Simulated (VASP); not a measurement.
## Si: G0W0 quasiparticle levels with PBEsol

The system is Si.

```xyz
2
Lattice="-0.0205 2.7234 2.7439 2.7234 -0.0205 2.7439 2.7029 2.7029 0.0000" Properties=species:S:1:pos:R:3 pbc="T T T"
Si    0.0000    0.0000   -0.0052
Si    1.3514    1.3514    1.3772
```

| Item | Value |
| --- | --- |
| Program | VASP 6.6.1 |
| Task | G0W0 quasiparticle levels |
| Functional | PBEsol |
| Potentials or basis | VASP PAW PBE potentials, release 64 (Si_GW) |
| Cutoff | 500 eV |
| k mesh | 4 × 4 × 4 |
| Occupations | gaussian, width 0.01 eV |
| Spin | no spin polarisation |
| Dipole correction | no |
| GW scheme | G0W0 |
| GW iterations | 1 |
| Cutoff of the response function | 180 |
| Frequency points | 96 |
| Empty bands | 223 |
| Further INCAR settings | ALGO = EVGW0; EDIFF = 1e-08; NBANDS = 227 |

```json
{
 "Quasiparticle gap": "1.05 eV",
 "Least direct quasiparticle gap": "2.99 eV",
 "Band gap of the starting levels on the mesh": "0.44 eV",
 "Least direct gap of the starting levels on the mesh": "2.31 eV"
}
```

Wall time 6.5 min on 1 thread of Intel(R) Xeon(R) Platinum 8559C (Emerald Rapids) (shared host), peak memory 0.59 GiB.

Caveat: the k points lie up to 0.50 Å⁻¹ apart; bands, screening cutoff and mesh are small and nothing is extrapolated, so the quasiparticle values aren't converged.
